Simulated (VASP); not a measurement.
# Pt (P6_3/mmc) in VASP: a series of runs, part 3 of 3

VASP 6.6.1. Earlier steps stand in the parts before.

### 6 Single point, PBEsol

This run uses another cell than the first one, of 15.14 Å³/atom, 0.978 times its volume.

File INCAR:

```
SYSTEM = Pt
  PREC = Accurate
  ENCUT = 520
  EDIFF = 1E-7
  ISMEAR = 0
  SIGMA = 0.15
  LREAL = .False.
  LASPH = .True.
  NELM = 100
  ALGO = Normal
  ISIF = 2
  LWAVE = .False.
  LCHARG = .False.
  GGA = PS
  NBANDS = 17
```

File KPOINTS:

```
regular mesh
0
Gamma
  12 12 8
  0 0 0
```

File POSCAR:

```
Pt
1.0
    2.7251696198      0.0000000000      0.0000000000
   -1.3625848099      2.3600661203      0.0000000000
    0.0000000000      0.0000000000      4.7068056324
Pt
2
Direct
    0.6666666667      0.3333333333      0.7500000000
    0.3333333333      0.6666666667      0.2500000000
```

Potentials or basis: VASP PAW PBE potentials, release 64 (Pt).

Launch:

```sh
cat potpaw_PBE.64/Pt/POTCAR > POTCAR
mpirun -np 1 vasp_std > vasp.out
```

OUTCAR:

```text
SYSTEM = Pt
   PREC = Accurate
   ENCUT = 520
   EDIFF = 1E-7
   ISMEAR = 0
   LREAL = .False.
   LASPH = .True.
   NELM = 100
   ISIF = 2
   GGA = PS

 ion  position               nearest neighbor table
   1  0.667  0.333  0.750-   2 2.83   2 2.83   2 2.83   2 2.83   2 2.83   2 2.83
   2  0.333  0.667  0.250-   1 2.83   1 2.83   1 2.83   1 2.83   1 2.83   1 2.83

  LATTYP: Found a hexagonal cell.
 ALAT       =     2.7251696198
 C/A-ratio  =     1.7271606135

  Lattice vectors:

 A1 = (   2.7251696198,   0.0000000000,   0.0000000000)
 A2 = (  -1.3625848099,   2.3600661203,   0.0000000000)
 A3 = (   0.0000000000,   0.0000000000,   4.7068056324)

Analysis of symmetry for initial positions (statically):
=====================================================================
 Subroutine PRICEL returns:
 Original cell was already a primitive cell.

 Routine SETGRP: Setting up the symmetry group for a
 hexagonal supercell.

 Subroutine GETGRP returns: Found 24 space group operations
 (whereof 12 operations were pure point group operations)
 out of a pool of 24 trial point group operations.

The static configuration has the point symmetry D_3d.
 The point group associated with its full space group is D_6h.

Analysis of symmetry for dynamics (positions and initial velocities):
=====================================================================
 Subroutine PRICEL returns:
 Original cell was already a primitive cell.

 Routine SETGRP: Setting up the symmetry group for a
 hexagonal supercell.

 Subroutine GETGRP returns: Found 24 space group operations
 (whereof 12 operations were pure point group operations)
 out of a pool of 24 trial point group operations.

The dynamic configuration has the point symmetry D_3d.
 The point group associated with its full space group is D_6h.

 Subroutine INISYM returns: Found 24 space group operations
 (whereof 12 operations are pure point group operations),
 and found     1 'primitive' translations

[... 110 lines left out ...]
   EFERMI_NEDOS =   21; number of points for ismear=-14 and -15
   IALGO  =     38    algorithm
   IMIX   =      4    mixing-type and parameters
     AMIX     =   0.40;   BMIX     =  1.00
     AMIX_MAG =   1.60;   BMIX_MAG =  1.00
  volume/ion in A,a.u.               =      15.14       102.14
  Fermi-wavevector in a.u.,A,eV,Ry     =   1.425838  2.694443 27.660833  2.033014
  Thomas-Fermi vector in A             =   2.546179
   LORBIT       =      0    0 simple, 1 ext, 2 COOP (PROOUT), +10 PAW based schemes
   GGA     = PS    functional components
   LHFCALC =     F    Hartree Fock is set to
   AEXX    =    0.0000 exact exchange contribution
   IVDW    =     0    specifies the selected vdW correction
   LEPSILON=     F    determine dielectric tensor
   LRPA    =     F    only Hartree local field effects (RPA)
 non-spin polarized calculation
 Gauss-broadening in eV      SIGMA  =   0.15
  energy-cutoff  :      520.00
  volume of cell :       30.27
 maximum number of plane-waves:       832
   NGX = 11   NGY = 11   NGZ = 17

 number of electron      20.0000000 magnetization

 Free energy of the ion-electron system (eV)
  ---------------------------------------------------
  ext. energy  EPLUGINS =         0.00000000
  ---------------------------------------------------
  free energy    TOTEN  =       -13.82095347 eV

  energy without entropy =      -13.77491913  energy(sigma->0) =      -13.79793630

 E-fermi :  10.9968     XC(G=0): -13.6021

 val. band max:       10.9943979591   @ k =   0.2500  -0.0000   0.0000
 cond. band min:      11.0066947408   @ k =   0.2500   0.1667   0.2500
 fundamental gap:      0.0122967817
 Fermi energy:        10.9968218755

 k-point     1 :       0.0000    0.0000    0.0000
  band No.  band energies     occupation
      1       0.7677      2.00000
      2       3.4941      2.00000
      3       6.8035      2.00000
      4       7.3335      2.00000
      5       7.3335      2.00000
      6       7.7366      2.00000
[... 457 lines left out ...]
      4       6.5470      2.00000
      5       7.4599      2.00000
      6       7.9877      2.00000
[... 9 lines left out ...]
     16      25.4558      0.00000
     17      26.8404      0.00000

 [... further k-points ...]

------------------------ aborting loop because EDIFF is reached ----------------------------------------

  FORCE on cell =-STRESS in cart. coord.  units (eV):
  Direction    XX          YY          ZZ          XY          YZ          ZX
  --------------------------------------------------------------------------------------
  -------------------------------------------------------------------------------------
  Total       -0.0132331     -0.0132331     -0.0971619     -0.0000000     -0.0000000      0.0000000
  in kB       -0.7003687     -0.7003687     -5.1423642     -0.0000000     -0.0000000      0.0000000
  external PRESSURE =      -2.1810338 kB  Pullay stress =       0.0000000 kB

 VOLUME and BASIS-vectors are now :
 -----------------------------------------------------------------------------
  energy-cutoff  :      520.00
  volume of cell :       30.27
      direct lattice vectors                 reciprocal lattice vectors
     2.725169620  0.000000000  0.000000000     0.366949636  0.211858471  0.000000000
    -1.362584810  2.360066120  0.000000000     0.000000000  0.423716942  0.000000000
     0.000000000  0.000000000  4.706805632     0.000000000  0.000000000  0.212458316

 POSITION                                       TOTAL-FORCE (eV/Angst)
 -----------------------------------------------------------------------------------
      1.36258      0.78669      3.53010         0.000000      0.000000      0.000000
     -0.00000      1.57338      1.17670        -0.000000     -0.000000      0.000000
 -----------------------------------------------------------------------------------
    total drift:                               -0.000000      0.000000     -0.000000

  FREE ENERGIE OF THE ION-ELECTRON SYSTEM (eV)
  ---------------------------------------------------
  free  energy   TOTEN  =       -13.8209534716 eV

  energy  without entropy=      -13.7749191342  energy(sigma->0) =      -13.79793630
```

OSZICAR:

```text
N       E                     dE             d eps       ncg     rms          rms(c)
DAV:   1     0.100021273502E+03    0.10002E+03   -0.10528E+04  3246   0.114E+03
DAV:   2    -0.129256076803E+02   -0.11295E+03   -0.10725E+03  3485   0.247E+02
DAV:   3    -0.147158417789E+02   -0.17902E+01   -0.17664E+01  3961   0.308E+01
DAV:   4    -0.147248799505E+02   -0.90382E-02   -0.90367E-02  3846   0.229E+00
DAV:   5    -0.147249658123E+02   -0.85862E-04   -0.85860E-04  3963   0.232E-01    0.189E+01
DAV:   6    -0.139165542419E+02    0.80841E+00   -0.12250E+00  3362   0.987E+00    0.967E+00
DAV:   7    -0.138301508538E+02    0.86403E-01   -0.23082E-01  3872   0.425E+00    0.307E+00
DAV:   8    -0.138214214450E+02    0.87294E-02   -0.25136E-02  3480   0.133E+00    0.898E-01
DAV:   9    -0.138209425786E+02    0.47887E-03   -0.39733E-04  3655   0.172E-01    0.393E-02
DAV:  10    -0.138209520550E+02   -0.94764E-05   -0.61350E-06  4082   0.162E-02    0.603E-03
DAV:  11    -0.138209536278E+02   -0.15727E-05   -0.52111E-07  3753   0.559E-03    0.519E-03
DAV:  12    -0.138209534689E+02    0.15883E-06   -0.29125E-08  1921   0.145E-03    0.540E-04
DAV:  13    -0.138209534716E+02   -0.26512E-08   -0.11516E-09  1724   0.278E-04
   1 F= -.13820953E+02 E0= -.13797936E+02  d E =-.460343E-01
```

It took 15 s on 1 thread of Intel Xeon 6975P-C (Granite Rapids), shared host; peak memory 0.16 GiB.

What came out:

```yaml
Free_energy: -13.8210 eV
Pressure: -0.2 GPa
Band_gap_on_the_k_mesh: zero (band 10 reaches 11.53 eV, above the bottom of band 11 at 10.15 eV)
```

Levels at points of the mesh, in eV from the Fermi level:
```csv
k point,band 8,band 9,band 10,band 11,band 12,band 13
"(0.00, 0.00, 0.00)",-1.96,-1.96,-0.94,-0.23,-0.23,4.99
"(0.50, 0.00, 0.00)",0.04,0.31,0.53,2.32,3.85,7.44
"(0.00, 0.00, 0.50)",-3.66,-0.85,-0.85,-0.85,-0.85,12.27
"(0.50, 0.00, 0.50)",-0.97,0.44,0.44,1.65,1.65,6.73
```

Caveat: the PAW data sets were made with another functional, which shifts forces and pressure a little; spin-orbit coupling is left out, which moves the levels of the heavy elements.

### 7 Overview

| task | cell | k mesh | cutoff (eV) | smearing | gap on the mesh (eV) | pressure (GPa) |
| --- | --- | --- | --- | --- | --- | --- |
| single point | a = 2.755, b = 2.755, c = 4.709 Å, angles 90.0, 90.0, 120.0°, 2 atoms | 18 × 18 × 10 | 520 | fermi-dirac 0.15 eV | none | -5.5 |
| relaxation of shape and atoms at fixed volume | relaxed from a = 2.720, b = 2.720, c = 4.640 Å, angles 90.0, 90.0, 120.0°, 2 atoms | 18 × 18 × 10 | 600 | fermi-dirac 0.15 eV | none | 5.6 |
| relaxation of cell and atoms | relaxed from a = 2.725, b = 2.725, c = 4.707 Å, angles 90.0, 90.0, 120.0°, 2 atoms | 18 × 18 × 10 | 600 | fermi-dirac 0.15 eV | none | 0.0 |
| relaxation of cell and atoms | relaxed to 3 GPa from a = 2.739, b = 2.739, c = 4.671 Å, angles 90.0, 90.0, 120.0°, 2 atoms | 18 × 18 × 10 | 600 | fermi-dirac 0.15 eV | none | 3.0 |
| single point | a = 2.725, b = 2.725, c = 4.707 Å, angles 90.0, 90.0, 120.0°, 2 atoms | 12 × 12 × 8 | 520 | gaussian 0.15 eV | none | -0.2 |

Alike in all rows: level PBEsol; potentials or basis VASP PAW PBE potentials, release 64 (Pt); no spin polarisation.

Caveats: the PAW data sets were made with another functional, which shifts forces and pressure a little; spin-orbit coupling is left out, which moves the levels of the heavy elements; the cell is relaxed towards a set pressure, so the enthalpy falls and the energy may rise (some runs).

Absolute energies hang on the potentials; compare differences alone.
